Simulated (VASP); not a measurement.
# Yb (Fm-3m) in VASP: a series of runs

Runs on Yb. Level: PBE. Tasks: single point.

Everything below comes from runs of VASP 6.6.1. Logs are shortened: lines on timing, memory, paths and dates and some standing lists are left out, and cuts for length are marked.

### 1 The cell of the first run

The structure is cubic, space group Fm-3m (No. 225). The conventional cell has a = 5.230 Å, b = 5.230 Å, c = 5.230 Å, α = 90.00°, β = 90.00°, γ = 90.00°. Yb (site symmetry m-3m) has 12 Yb at 3.70 Å within 4.9 Å.

### 2 Single point, PBE

The input, INCAR:

```
PREC = Accurate ; ENCUT = 520
EDIFF = 1E-6 ; ISMEAR = -1
SIGMA = 0.6 ; LREAL = F
LASPH = T ; NELM = 80
ALGO = Normal ; ISIF = 2
LWAVE = F ; LCHARG = F
GGA = PE ; NBANDS = 18
```

The input, KPOINTS:

```
Automatic mesh
0
Gamma
  10 10 10
```

The input, POSCAR:

```
Yb
1.0
    0.0000000000      2.6151647068      2.6151647068
    2.6151647068      0.0000000000      2.6151647068
    2.6151647068      2.6151647068      0.0000000000
Yb
1
Direct
    0.0000000000      0.0000000000      0.0000000000
```

Potentials or basis: VASP PAW PBE potentials, release 64 (Yb).

Launch:

```
$ cat potpaw_PBE.64/Yb/POTCAR > POTCAR
$ mpirun -np 1 vasp_std > vasp.out
```

OUTCAR:

```text
PREC = Accurate
   ENCUT = 520
   EDIFF = 1E-6
   ISMEAR = -1
   LREAL = F
   LASPH = T
   NELM = 80
   ISIF = 2
   GGA = PE

 ion  position               nearest neighbor table
   1  0.000  0.000  0.000-

  LATTYP: Found a face centered cubic cell.
 ALAT       =     5.2303294136

  Lattice vectors:

 A1 = (   0.0000000000,   2.6151647068,   2.6151647068)
 A2 = (   2.6151647068,   0.0000000000,   2.6151647068)
 A3 = (   2.6151647068,   2.6151647068,   0.0000000000)

Analysis of symmetry for initial positions (statically):
=====================================================================
 Subroutine PRICEL returns:
 Original cell was already a primitive cell.

 Routine SETGRP: Setting up the symmetry group for a
 face centered cubic supercell.

 Subroutine GETGRP returns: Found 48 space group operations
 (whereof 48 operations were pure point group operations)
 out of a pool of 48 trial point group operations.

The static configuration has the point symmetry O_h .

Analysis of symmetry for dynamics (positions and initial velocities):
=====================================================================
 Subroutine PRICEL returns:
 Original cell was already a primitive cell.

 Routine SETGRP: Setting up the symmetry group for a
 face centered cubic supercell.

 Subroutine GETGRP returns: Found 48 space group operations
 (whereof 48 operations were pure point group operations)
 out of a pool of 48 trial point group operations.

The dynamic configuration has the point symmetry O_h .

 Subroutine INISYM returns: Found 48 space group operations
 (whereof 48 operations are pure point group operations),
 and found     1 'primitive' translations

----------------------------------------------------------------------------------------

                                     Primitive cell

  volume of cell :      35.7707

  direct lattice vectors                    reciprocal lattice vectors
     0.000000000  2.615164707  2.615164707    -0.191192547  0.191192547  0.191192547
     2.615164707  0.000000000  2.615164707     0.191192547 -0.191192547  0.191192547
     2.615164707  2.615164707  0.000000000     0.191192547  0.191192547 -0.191192547

  length of vectors
     3.698401396  3.698401396  3.698401396     0.331155205  0.331155205  0.331155205

  position of ions in fractional coordinates (direct lattice)
     0.000000000  0.000000000  0.000000000

  ion indices of the primitive-cell ions
   primitive index   ion index
                 1           1

----------------------------------------------------------------------------------------

 KPOINTS: Automatic mesh

Automatic generation of k-mesh.
 Grid dimensions read from file:
 generate k-points for:   10   10   10

 Generating k-lattice:

  Cartesian coordinates                     Fractional coordinates (reciprocal lattice)
    -0.019119255  0.019119255  0.019119255     0.100000000  0.000000000  0.000000000
     0.019119255 -0.019119255  0.019119255     0.000000000  0.100000000  0.000000000
     0.019119255  0.019119255 -0.019119255     0.000000000  0.000000000  0.100000000

  Length of vectors
     0.033115520  0.033115520  0.033115520

  Shift w.r.t. Gamma in fractional coordinates (k-lattice)
     0.000000000  0.000000000  0.000000000

 Subroutine IBZKPT returns following result:
 ===========================================

 Found     47 irreducible k-points:

 Following reciprocal coordinates:
            Coordinates               Weight
  0.000000  0.000000  0.000000      1.000000
  0.100000  0.000000  0.000000      8.000000
  0.200000  0.000000  0.000000      8.000000
  0.300000  0.000000  0.000000      8.000000
  0.400000  0.000000  0.000000      8.000000
  0.500000  0.000000  0.000000      4.000000
[... 16 lines left out ...]
  0.300000  0.300000  0.000000      6.000000
  0.400000  0.300000  0.000000     24.000000
 [... further k-points ...]
   k-points           NKPTS =     47   k-points in BZ     NKDIM =     47   number of bands    NBANDS=     18
   number of dos      NEDOS =    301   number of ions     NIONS =      1
   total plane-waves  NPLWV =  21952
   dimension x,y,z NGX =    28 NGY =   28 NGZ =   28
   dimension x,y,z NGXF=    56 NGYF=   56 NGZF=   56
   ions per type =               1
   NGX,Y,Z   is equivalent  to a cutoff of  12.59, 12.59, 12.59 a.u.
   NGXF,Y,Z  is equivalent  to a cutoff of  25.17, 25.17, 25.17 a.u.
 SYSTEM =  unknown system
   PREC   = accura    normal or accurate (medium, high low for compatibility)
   ISTART =      0    job   : 0-new  1-cont  2-samecut
   ICHARG =      2    charge: 1-file 2-atom 10-const
   ISPIN  =      1    spin polarized calculation?
   LNONCOLLINEAR =      F non collinear calculations
   LSORBIT =      F    spin-orbit coupling
   LASPH  =      T    aspherical Exc in radial PAW
   ENCUT  =  520.0 eV  38.22 Ry    6.18 a.u.   6.88  6.88  6.88*2*pi/ulx,y,z
   NELM   =     80;   NELMIN=  2; NELMDL= -5     # of ELM steps
   EDIFF  = 0.1E-05   stopping-criterion for ELM
   LREAL  =      F    real-space projection
   EDIFFG = 0.1E-04   stopping-criterion for IOM
   NSW    =      0    number of steps for IOM
   IBRION =     -1    ionic relax: 0-MD 1-quasi-New 2-CG
   NFREE  =      0    steps in history (QN), initial steepest desc. (CG)
   ISIF   =      2    stress and relaxation
   ISYM   =      2    0-nonsym 1-usesym 2-fastsym
   POTIM  = 0.5000    time-step for ionic-motion
   TEBEG  =    0.0;   TEEND  =   0.0 temperature during run
   PSTRESS=    0.0 pullay stress
   NELECT =      24.0000    total number of electrons
   NUPDOWN=      -1.0000    fix difference up-down
   EMIN   =  10.00;   EMAX   =-10.00  energy-range for DOS
   EFERMI =   0.00;   METHOD = LEGACY
   ISMEAR =    -1;   SIGMA  =   0.60  broadening in eV -4-tet -1-fermi 0-gaus
   EFERMI_NEDOS =   21; number of points for ismear=-14 and -15
   IALGO  =     38    algorithm
   IMIX   =      4    mixing-type and parameters
     AMIX     =   0.40;   BMIX     =  1.00
     AMIX_MAG =   1.60;   BMIX_MAG =  1.00
  volume/ion in A,a.u.               =      35.77       241.39
  Fermi-wavevector in a.u.,A,eV,Ry     =   1.433187  2.708331 27.946707  2.054025
  Thomas-Fermi vector in A             =   2.552733
   LORBIT       =      0    0 simple, 1 ext, 2 COOP (PROOUT), +10 PAW based schemes
   GGA     = PE    functional components
   LHFCALC =     F    Hartree Fock is set to
   AEXX    =    0.0000 exact exchange contribution
   IVDW    =     0    specifies the selected vdW correction
   LEPSILON=     F    determine dielectric tensor
   LRPA    =     F    only Hartree local field effects (RPA)
 non-spin polarized calculation
  energy-cutoff  :      520.00
  volume of cell :       35.77
 maximum number of plane-waves:       982
   NGX = 13   NGY = 13   NGZ = 13

 number of electron      24.0000013 magnetization

 Free energy of the ion-electron system (eV)
  ---------------------------------------------------
  ext. energy  EPLUGINS =         0.00000000
  ---------------------------------------------------
  free energy    TOTEN  =        -5.05767896 eV

  energy without entropy =       -2.40939993  energy(sigma->0) =       -3.73353945

 E-fermi :   1.5069     XC(G=0):  -9.5366

 val. band max:        1.4072527471   @ k =  -0.4000   0.3000   0.0000
 cond. band min:       1.5301990125   @ k =   0.5000   0.5000   0.0000
 fundamental gap:      0.1229462654
 Fermi energy:         1.5069388544

 k-point     1 :       0.0000    0.0000    0.0000
  band No.  band energies     occupation
      1     -51.1391      2.00000
      2     -23.1178      2.00000
      3     -23.1178      2.00000
      4     -23.1178      2.00000
      5      -3.6241      1.99961
      6      -0.5331      1.93542
[... 10 lines left out ...]
     17       6.2597      0.00073
     18      11.0704      0.00000

 k-point     2 :       0.1000    0.0000    0.0000
  band No.  band energies     occupation
      1     -51.1376      2.00000
      2     -23.1490      2.00000
      3     -23.1220      2.00000
      4     -23.1220      2.00000
      5      -3.3947      1.99943
      6      -0.5287      1.93495
[... 10 lines left out ...]
     17       6.1338      0.00089
     18      11.5967      0.00000

 k-point     3 :       0.2000    0.0000    0.0000
  band No.  band energies     occupation
      1     -51.1338      2.00000
      2     -23.2296      2.00000
      3     -23.1330      2.00000
      4     -23.1330      2.00000
      5      -2.7443      1.99833
      6      -0.5174      1.93376
[... 10 lines left out ...]
     17       6.0589      0.00101
     18      11.2046      0.00000

 k-point     4 :       0.3000    0.0000    0.0000
  band No.  band energies     occupation
      1     -51.1290      2.00000
      2     -23.3271      2.00000
      3     -23.1464      2.00000
      4     -23.1464      2.00000
      5      -1.7984      1.99193
      6      -0.5122      1.93320
[... 10 lines left out ...]
     17       6.5352      0.00046
     18      10.0659      0.00000

 k-point     5 :       0.4000    0.0000    0.0000
  band No.  band energies     occupation
      1     -51.1251      2.00000
      2     -23.4043      2.00000
      3     -23.1572      2.00000
      4     -23.1572      2.00000
      5      -0.8239      1.95972
      6      -0.5162      1.93363
[... 10 lines left out ...]
     17       7.3281      0.00012
     18       9.1786      0.00001

 k-point     6 :       0.5000    0.0000    0.0000
  band No.  band energies     occupation
      1     -51.1236      2.00000
      2     -23.4335      2.00000
      3     -23.1614      2.00000
      4     -23.1614      2.00000
      5      -0.5199      1.93403
      6      -0.4824      1.92992
[... 10 lines left out ...]
     17       7.7584      0.00006
     18       8.7718      0.00001

 k-point     7 :       0.1000    0.1000    0.0000
  band No.  band energies     occupation
      1     -51.1371      2.00000
      2     -23.1482      2.00000
      3     -23.1290      2.00000
      4     -23.1290      2.00000
      5      -3.3182      1.99936
      6      -0.5270      1.93477
[... 10 lines left out ...]
     17       6.3819      0.00059
     18      11.7988      0.00000

 k-point     8 :       0.2000    0.1000    0.0000
  band No.  band energies     occupation
      1     -51.1341      2.00000
      2     -23.2080      2.00000
      3     -23.1421      2.00000
      4     -23.1372      2.00000
      5      -2.8072      1.99849
      6      -0.5169      1.93371
[... 10 lines left out ...]
     17       6.4744      0.00051
     18      12.0358      0.00000
[... 229 lines left out ...]
     17       7.8486      0.00005
     18       8.4831      0.00002

 k-point    20 :      -0.4000    0.2000    0.0000
  band No.  band energies     occupation
      1     -51.1215      2.00000
      2     -23.3922      2.00000
      3     -23.2402      2.00000
      4     -23.1773      2.00000
      5      -0.5028      1.93218
      6      -0.5003      1.93190
[... 10 lines left out ...]
     17       7.4860      0.00009
     18       8.9557      0.00001

 k-point    21 :      -0.3000    0.2000    0.0000
  band No.  band energies     occupation
      1     -51.1236      2.00000
      2     -23.3592      2.00000
      3     -23.2365      2.00000
      4     -23.1616      2.00000
      5      -0.5645      1.93861
      6      -0.4980      1.93166
[... 10 lines left out ...]
     17       8.0760      0.00004
     18       9.4341      0.00000

 k-point    22 :      -0.2000    0.2000    0.0000
  band No.  band energies     occupation
      1     -51.1273      2.00000
      2     -23.3118      2.00000
      3     -23.2063      2.00000
      4     -23.1450      2.00000
      5      -1.4378      1.98533
      6      -0.4933      1.93114
[... 10 lines left out ...]
     17       7.5483      0.00008
     18      10.6623      0.00000

 k-point    23 :       0.3000    0.3000    0.0000
  band No.  band energies     occupation
      1     -51.1256      2.00000
      2     -23.3175      2.00000
      3     -23.1937      2.00000
      4     -23.1937      2.00000
      5      -1.2193      1.97896
      6      -0.4767      1.92927
[... 10 lines left out ...]
     17       7.1801      0.00016
     18      12.4329      0.00000

 k-point    24 :       0.4000    0.3000    0.0000
  band No.  band energies     occupation
      1     -51.1225      2.00000
      2     -23.3591      2.00000
      3     -23.2165      2.00000
      4     -23.2067      2.00000
      5      -0.5362      1.93574
      6      -0.4757      1.92915
[... 10 lines left out ...]
     17       7.6413      0.00007
     18      10.0702      0.00000

 [... further k-points ...]
[... 5 lines left out ...]
  --------------------------------------------------------------------------------------
  -------------------------------------------------------------------------------------
  Total        0.0389524      0.0389524      0.0389524     -0.0000000      0.0000000     -0.0000000
  in kB        1.7446853      1.7446853      1.7446853     -0.0000000      0.0000000     -0.0000000
  external PRESSURE =       1.7446853 kB  Pullay stress =       0.0000000 kB

 VOLUME and BASIS-vectors are now :
 -----------------------------------------------------------------------------
  energy-cutoff  :      520.00
  volume of cell :       35.77
      direct lattice vectors                 reciprocal lattice vectors
     0.000000000  2.615164707  2.615164707    -0.191192547  0.191192547  0.191192547
     2.615164707  0.000000000  2.615164707     0.191192547 -0.191192547  0.191192547
     2.615164707  2.615164707  0.000000000     0.191192547  0.191192547 -0.191192547

 POSITION                                       TOTAL-FORCE (eV/Angst)
 -----------------------------------------------------------------------------------
      0.00000      0.00000      0.00000         0.000000      0.000000      0.000000
 -----------------------------------------------------------------------------------
    total drift:                               -0.000000     -0.000000     -0.000000

  FREE ENERGIE OF THE ION-ELECTRON SYSTEM (eV)
  ---------------------------------------------------
  free  energy   TOTEN  =        -5.0576789615 eV

  energy  without entropy=       -2.4093999332  energy(sigma->0) =       -3.73353945
```

It took 62 s on 1 thread of Intel Xeon 6975P-C, shared host; peak memory 0.18 GiB.

What came out:

- Free energy: -5.0577 eV
- Pressure: 0.2 GPa

Levels at points of the mesh, in eV from the Fermi level:
```csv
k point,band 10,band 11,band 12,band 13,band 14,band 15
"(0.00, 0.00, 0.00)",-1.91,-1.91,-1.91,2.70,2.70,2.70
"(0.50, 0.00, 0.00)",-1.92,-1.90,-1.85,0.33,2.50,2.50
"(0.50, 0.50, 0.00)",-1.94,-1.93,-1.21,0.02,1.70,6.27
```

Caveat: spin-orbit coupling is left out, which moves the levels of the heavy elements. Spin polarisation is off, so any magnetic state and its effect on volume and gap are missing.

### 3 Single point, PBE

The input, INCAR:

```
SYSTEM = Yb
  PREC = Accurate
  ENCUT = 520
  EDIFF = 1E-6
  ISMEAR = -1
  SIGMA = 1.0
  LREAL = .FALSE.
  LASPH = .TRUE.
  NELM = 60
  ALGO = Normal
  ISIF = 2
  LWAVE = .FALSE.
  LCHARG = .FALSE.
  GGA = PE
  NBANDS = 18
```

The input, KPOINTS:

```
regular mesh
0
G
  10 10 10
  0 0 0
```

POSCAR is that of step 2.

Potentials or basis: VASP PAW PBE potentials, release 64 (Yb).

Launch:

```
$ cat potpaw_PBE.64/Yb/POTCAR > POTCAR
$ mpirun -np 1 vasp_std > vasp.out
```

Run time: 65 s. Hardware: 1 thread of Intel Xeon 6975P-C, shared host; peak memory 0.19 GiB.

Results (log left out):

```yaml
Free_energy: -7.1909 eV
Pressure: 0.6 GPa
```

Levels at points of the mesh, in eV from the Fermi level:
| k point | band 10 | band 11 | band 12 | band 13 | band 14 | band 15 |
| --- | --- | --- | --- | --- | --- | --- |
| (0.00, 0.00, 0.00) | -2.88 | -2.88 | -2.88 | 2.69 | 2.69 | 2.69 |
| (0.50, 0.00, 0.00) | -2.90 | -2.88 | -1.78 | 0.41 | 2.50 | 2.50 |
| (0.50, 0.50, 0.00) | -2.90 | -2.90 | -1.14 | 0.07 | 1.76 | 6.17 |

Caveat: spin-orbit coupling is left out, which moves the levels of the heavy elements.

### 4 Single point, PBE

The input, INCAR:

```
PREC = Accurate
ENCUT = 520
EDIFF = 1E-7
ISMEAR = 0
SIGMA = 0.03
LREAL = False
LASPH = True
NELM = 100
ALGO = Normal
ISIF = 2
LWAVE = False
LCHARG = False
GGA = PE
NBANDS = 18
```

The input, KPOINTS:

```
Automatic mesh
0
Gamma
  10 10 10
```

POSCAR is that of step 3.

Launch:

```
$ cat potpaw_PBE.64/Yb/POTCAR > POTCAR
$ mpirun -np 1 vasp_std > vasp.out
```

Run time: 2.3 min. Hardware: 1 thread of Intel Xeon 6975P-C, shared host; peak memory 0.19 GiB.

Results (log left out):

```
Free energy            : -3.5667 eV
Pressure               : -0.1 GPa
Band gap on the k mesh : zero (band 12 reaches 1.62 eV, above the bottom of band 13 at 1.60 eV)
```

Levels at points of the mesh, in eV from the Fermi level:
```csv
k point,band 8,band 9,band 10,band 11,band 12,band 13,band 14,band 15,band 16,band 17
"(0.00, 0.00, 0.00)",-0.37,-0.37,-0.27,-0.27,-0.27,2.86,2.86,2.86,5.00,5.00
"(0.50, 0.00, 0.00)",-0.38,-0.38,-0.28,-0.28,-0.27,0.38,2.64,2.64,6.56,6.56
"(0.50, 0.50, 0.00)",-0.37,-0.37,-0.31,-0.30,-0.30,0.08,1.74,6.58,7.02,7.02
```

Caveat: spin-orbit coupling is left out, which moves the levels of the heavy elements.

### 5 The runs side by side

```csv
smearing,pressure (GPa)
fermi-dirac 0.6 eV,0.2
fermi-dirac 1 eV,0.6
gaussian 0.03 eV,-0.1
```

Alike in all rows: task single point; level PBE; potentials or basis VASP PAW PBE potentials, release 64 (Yb); no spin polarisation; cell as given; k mesh 10 × 10 × 10; cutoff (eV) 520.

Caveats: spin-orbit coupling is left out, which moves the levels of the heavy elements.

Absolute energies hang on the potentials; compare differences alone.
